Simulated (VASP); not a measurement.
# As2F (P4/nmm) in VASP: single point with r2SCAN

Aim: the single point of As2F with r2SCAN.

Program: VASP 6.6.1. These are calculated values, not measurements. Logs are shortened: lines on timing, memory, paths and dates and some standing lists are left out, and cuts for length are marked.

### 1 The cell of the first run

The structure is tetragonal, space group P4/nmm (No. 129). Conventional cell: a = 3.645 Å, b = 3.645 Å, c = 7.466 Å, α = 90.00°, β = 90.00°, γ = 90.00°. Within 3.7 Å of As (site symmetry 4mm) lie 5 F at 2.62 to 3.02 Å and 12 As at 3.06 to 3.65 Å. Within 3.4 Å of As (site symmetry -4m2) lie 8 As at 2.58 to 3.06 Å and 4 F at 2.69 Å. F (site symmetry 4mm) has 9 As at 2.62 to 3.02 Å within 3.5 Å.

### 2 Single point, r2SCAN

The input, POSCAR:

```
As2F
1.0
    3.6454700000      0.0000000000      0.0000000000
    0.0000000000      3.6454700000      0.0000000000
    0.0000000000      0.0000000000      7.4664160000
As F
4 2
Direct
    0.0000000000      0.5000000000      0.3300000000
    0.5000000000      0.0000000000      0.6700000000
    0.0000000000      0.0000000000      0.0000000000
    0.5000000000      0.5000000000      0.0000000000
    0.0000000000      0.5000000000      0.7350000000
    0.5000000000      0.0000000000      0.2650000000
```

The input, INCAR.step1:

```
PREC     = Accurate       # precision mode
ENCUT    = 660            # plane-wave cutoff, eV
ISMEAR   = -1             # smearing method
SIGMA    = 0.0526         # smearing width, eV
LREAL    = F              # projectors in reciprocal space
LASPH    = T              # aspherical terms in the spheres
NELM     = 120            # most SCF steps
NBANDS   = 26             # bands
GGA      = PE             # functional
ALGO     = Normal         # electronic algorithm
EDIFF    = 1E-5           # SCF threshold, eV
LWAVE    = T              # write WAVECAR
LCHARG   = F              # write CHGCAR
GGA_COMPAT= F
```

The input, INCAR.step2:

```
PREC     = Accurate       # precision mode
ENCUT    = 660            # plane-wave cutoff, eV
EDIFF    = 1E-6           # SCF threshold, eV
ISMEAR   = -1             # smearing method
SIGMA    = 0.0526         # smearing width, eV
LREAL    = F              # projectors in reciprocal space
LASPH    = T              # aspherical terms in the spheres
NELM     = 120            # most SCF steps
ALGO     = Normal         # electronic algorithm
ISIF     = 2              # what is computed and relaxed
LWAVE    = F              # write WAVECAR
LCHARG   = F              # write CHGCAR
METAGGA  = R2SCAN         # meta-GGA
LMIXTAU  = T            
NBANDS   = 26             # bands
ISTART   = 1            
GGA_COMPAT= F
```

The input, KPOINTS:

```
regular mesh
0
Gamma
  9 9 5
```

Potentials or basis: VASP PAW PBE potentials, release 64 (As, F).

Run with:

```console
cat potpaw_PBE.64/As/POTCAR potpaw_PBE.64/F/POTCAR > POTCAR
cp INCAR.step1 INCAR
mpirun -np 1 vasp_std > vasp.out
cp INCAR.step2 INCAR
mpirun -np 1 vasp_std > vasp.out
```

OUTCAR:

```text
PREC = Accurate
   ENCUT = 660
   EDIFF = 1E-6
   ISMEAR = -1
   LREAL = F
   LASPH = T
   NELM = 120
   ISIF = 2
   METAGGA = R2SCAN
   ISTART = 1

 ion  position               nearest neighbor table
   1  0.000  0.500  0.330-
   2  0.500  0.000  0.670-
   3  0.000  0.000  0.000-   4 2.58   4 2.58   4 2.58   4 2.58
   4  0.500  0.500  0.000-   3 2.58   3 2.58   3 2.58   3 2.58
   5  0.000  0.500  0.735-
   6  0.500  0.000  0.265-

  LATTYP: Found a simple tetragonal cell.
 ALAT       =     3.6454700000
 C/A-ratio  =     2.0481353570

  Lattice vectors:

 A1 = (   3.6454700000,   0.0000000000,   0.0000000000)
 A2 = (   0.0000000000,   3.6454700000,   0.0000000000)
 A3 = (   0.0000000000,   0.0000000000,   7.4664160000)

Analysis of symmetry for initial positions (statically):
=====================================================================
 Subroutine PRICEL returns:
 Original cell was already a primitive cell.

 Routine SETGRP: Setting up the symmetry group for a
 simple tetragonal supercell.

 Subroutine GETGRP returns: Found 16 space group operations
 (whereof  8 operations were pure point group operations)
 out of a pool of 16 trial point group operations.

The static configuration has the point symmetry D_2d.
 The point group associated with its full space group is D_4h.

Analysis of symmetry for dynamics (positions and initial velocities):
=====================================================================
 Subroutine PRICEL returns:
 Original cell was already a primitive cell.

 Routine SETGRP: Setting up the symmetry group for a
 simple tetragonal supercell.

 Subroutine GETGRP returns: Found 16 space group operations
 (whereof  8 operations were pure point group operations)
 out of a pool of 16 trial point group operations.

The dynamic configuration has the point symmetry D_2d.
 The point group associated with its full space group is D_4h.

 Subroutine INISYM returns: Found 16 space group operations
 (whereof  8 operations are pure point group operations),
 and found     1 'primitive' translations

----------------------------------------------------------------------------------------

                                     Primitive cell

  volume of cell :      99.2246

[... 95 lines left out ...]
   NELM   =    120;   NELMIN=  2; NELMDL=  0     # of ELM steps
   EDIFF  = 0.1E-05   stopping-criterion for ELM
   LREAL  =      F    real-space projection
   EDIFFG = 0.1E-04   stopping-criterion for IOM
   NSW    =      0    number of steps for IOM
   IBRION =     -1    ionic relax: 0-MD 1-quasi-New 2-CG
   NFREE  =      0    steps in history (QN), initial steepest desc. (CG)
   ISIF   =      2    stress and relaxation
   ISYM   =      2    0-nonsym 1-usesym 2-fastsym
   POTIM  = 0.5000    time-step for ionic-motion
   TEBEG  =    0.0;   TEEND  =   0.0 temperature during run
   PSTRESS=    0.0 pullay stress
   NELECT =      34.0000    total number of electrons
   NUPDOWN=      -1.0000    fix difference up-down
   EMIN   =  10.00;   EMAX   =-10.00  energy-range for DOS
   EFERMI =   0.00;   METHOD = LEGACY
   ISMEAR =    -1;   SIGMA  =   0.05  broadening in eV -4-tet -1-fermi 0-gaus
   EFERMI_NEDOS =   21; number of points for ismear=-14 and -15
   IALGO  =     38    algorithm
   IMIX   =      4    mixing-type and parameters
     AMIX     =   0.40;   BMIX     =  1.00
     AMIX_MAG =   1.60;   BMIX_MAG =  1.00
  volume/ion in A,a.u.               =      16.54       111.60
  Fermi-wavevector in a.u.,A,eV,Ry     =   1.145587  2.164845 17.855870  1.312369
  Thomas-Fermi vector in A             =   2.282275
   LORBIT       =      0    0 simple, 1 ext, 2 COOP (PROOUT), +10 PAW based schemes
   METAGGA = R2SCAN    functional components
   LHFCALC =     F    Hartree Fock is set to
   AEXX    =    0.0000 exact exchange contribution
   IVDW    =     0    specifies the selected vdW correction
   LEPSILON=     F    determine dielectric tensor
   LRPA    =     F    only Hartree local field effects (RPA)
 non-spin polarized calculation
  energy-cutoff  :      660.00
  volume of cell :       99.22
 maximum number of plane-waves:      3847
 NGX is ok and might be reduce to    32
   NGX = 15   NGY = 15   NGZ = 31

 number of electron      33.9999996 magnetization

 Free energy of the ion-electron system (eV)
  ---------------------------------------------------
  ext. energy  EPLUGINS =         0.00000000
  ---------------------------------------------------
  free energy    TOTEN  =       -63.85354868 eV

  energy without entropy =      -63.81703254  energy(sigma->0) =      -63.83529061

 E-fermi :   4.7712     XC(G=0): -10.8480

 val. band max:        4.7647646027   @ k =   0.4444   0.4444   0.2000
 cond. band min:       4.7870864518   @ k =   0.4444   0.2222   0.2000
 fundamental gap:      0.0223218492
 Fermi energy:         4.7711535750

 k-point     1 :       0.0000    0.0000    0.0000
  band No.  band energies     occupation
      1     -19.6326      2.00000
      2     -19.5771      2.00000
      3     -10.5415      2.00000
      4      -6.6202      2.00000
      5      -6.2103      2.00000
      6      -1.5709      2.00000
[... 685 lines left out ...]
     25      14.2120      0.00000
     26      14.4132      0.00000

 [... further k-points ...]

------------------------ aborting loop because EDIFF is reached ----------------------------------------

  FORCE on cell =-STRESS in cart. coord.  units (eV):
  Direction    XX          YY          ZZ          XY          YZ          ZX
  --------------------------------------------------------------------------------------
  -------------------------------------------------------------------------------------
  Total        2.3667657      2.3667657      0.7200072      0.0000000      0.0000000     -0.0000000
  in kB       38.2161208     38.2161208     11.6259433      0.0000000      0.0000000     -0.0000000
  external PRESSURE =      29.3527283 kB  Pullay stress =       0.0000000 kB

 VOLUME and BASIS-vectors are now :
 -----------------------------------------------------------------------------
  energy-cutoff  :      660.00
  volume of cell :       99.22
      direct lattice vectors                 reciprocal lattice vectors
     3.645470000  0.000000000  0.000000000     0.274313052  0.000000000  0.000000000
     0.000000000  3.645470000  0.000000000     0.000000000  0.274313052  0.000000000
     0.000000000  0.000000000  7.466416000     0.000000000  0.000000000  0.133933068

 POSITION                                       TOTAL-FORCE (eV/Angst)
 -----------------------------------------------------------------------------------
      0.00000      1.82273      2.46392         0.000000      0.000000     -0.161262
      1.82273      0.00000      5.00250         0.000000     -0.000000      0.161262
      0.00000      0.00000      0.00000         0.000000      0.000000      0.000000
      1.82273      1.82273      0.00000         0.000000     -0.000000      0.000000
      0.00000      1.82273      5.48782         0.000000      0.000000     -0.937863
      1.82273      0.00000      1.97860        -0.000000      0.000000      0.937863
 -----------------------------------------------------------------------------------
    total drift:                                0.000000      0.000000      0.000000

  FREE ENERGIE OF THE ION-ELECTRON SYSTEM (eV)
  ---------------------------------------------------
  free  energy   TOTEN  =       -63.8535486849 eV

  energy  without entropy=      -63.8170325388  energy(sigma->0) =      -63.83529061
```

OUTCAR.step1:

```text
PREC = Accurate
   ENCUT = 660
   ISMEAR = -1
   LREAL = F
   LASPH = T
[... 934 lines left out ...]
      0.00000      0.00000      0.00000        -0.000000     -0.000000      0.000000
      1.82273      1.82273      0.00000         0.000000      0.000000      0.000000
      0.00000      1.82273      5.48782        -0.000000      0.000000     -0.867704
      1.82273      0.00000      1.97860         0.000000     -0.000000      0.867704
 -----------------------------------------------------------------------------------
    total drift:                                0.000000      0.000000      0.000000

  FREE ENERGIE OF THE ION-ELECTRON SYSTEM (eV)
  ---------------------------------------------------
  free  energy   TOTEN  =       -21.7258924664 eV

  energy  without entropy=      -21.6883857807  energy(sigma->0) =      -21.70713912
```

Wall time 6.7 min (1 thread of Intel Xeon Platinum 8259CL at 2.50GHz (Skylake/Cascade Lake), shared host); peak memory 0.34 GiB.

What came out:

```
Free energy            : -63.8535 eV
Pressure               : 2.9 GPa
Largest force          : 0.938 eV/Å
Band gap on the k mesh : zero (bands 17 and 18 overlap by 1.86 eV)
```

Forces on the atoms (eV/Å):
```
As   0.000  0.000 -0.161
As   0.000  0.000  0.161
As   0.000  0.000  0.000
As   0.000  0.000  0.000
F    0.000  0.000 -0.938
F    0.000  0.000  0.938
```

Caveat: the PAW data sets were made with another functional, which shifts forces and pressure a little.

The gap in the log of VASP goes by the Fermi energy; the results here count the filled bands.